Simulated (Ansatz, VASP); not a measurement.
Two plane-wave programs on SrCl2

POSCAR

```
SrCl2
1.0
    0.0000000000      3.6249200000      3.7643400000
    3.6249200000      0.0000000000      3.7643400000
    3.6249200000      3.6249200000      0.0000000000
Sr Cl
1 2
Direct
    0.0000000000      0.0000000000      0.0000000000
    0.2500000000      0.2500000000      0.2500000000
    0.7500000000      0.7500000000      0.7500000000
```

Contents of INCAR.step1:

```
ALGO = Normal
EDIFF = 1E-4
ENCUT = 520
GGA = PE
ISMEAR = 0
LASPH = T
LCHARG = F
LREAL = F
LWAVE = T
NBANDS = 19
NELM = 100
PREC = Accurate
SIGMA = 0.05
```

Contents of INCAR.step2:

```
ALGO = Normal
EDIFF = 1E-7
ENCUT = 520
ISIF = 2
ISMEAR = 0
ISTART = 1
LASPH = T
LCHARG = F
LMIXTAU = T
LREAL = F
LWAVE = F
METAGGA = R2SCAN
NBANDS = 19
NELM = 100
PREC = Accurate
SIGMA = 0.05
```

The input KPOINTS:

```
k-points
0
Gamma
  6 6 6
```

Input for Ansatz:

```yaml
crystal:
  lattice:
    - [0.0, 3.62492, 3.76434]
    - [3.62492, 0.0, 3.76434]
    - [3.62492, 3.62492, 0.0]
  atoms:
    - { symbol: Sr, position: [0.0, 0.0, 0.0] }
    - { symbol: Cl, position: [0.25, 0.25, 0.25] }
    - { symbol: Cl, position: [0.75, 0.75, 0.75] }
basis:
  ecutwfc: 500
kpoints:
  mp_grid: { grid: [6, 6, 6] }
hamiltonian:
  xc: r2scan
scf:
  occupations: { method: gaussian, width: 0.05 }
output:
  forces: true
  stress: true
  eigenvalues: true
```

Change from the starting cell: strain +0.040 along x and y, +0.080 along z, atoms carried along.

Alike in both runs: task single point; functional r2SCAN; k mesh 6 × 6 × 6; occupations gaussian, width 0.05 eV; no spin polarisation.

```csv
,VASP,Ansatz
version,VASP 6.6.1,Ansatz 0.2.0
potentials or method,"VASP PAW PBE potentials, release 64 (Sr_sv, Cl), cutoff 520 eV","scalar-relativistic, plane waves, PAW"
valence electrons in the cell,24,24
```

Ansatz gave:

| Item | Value |
| --- | --- |
| gap on the k mesh at the Fermi level (eV) | 5.31 |
| least direct gap on the mesh (eV) | 5.58 |
| pressure (GPa) | -3.9 |
| traceless stress, the component that is largest in VASP (GPa) | -1.10 |

Question: What did VASP give for the same quantities?

Answer: gap on the k mesh at the Fermi level (eV): 5.31; least direct gap on the mesh (eV): 5.59; pressure (GPa): -3.9; traceless stress, the component that is largest in VASP (GPa): -1.09.

VASP's potentials were made for PBE, not for r2SCAN.
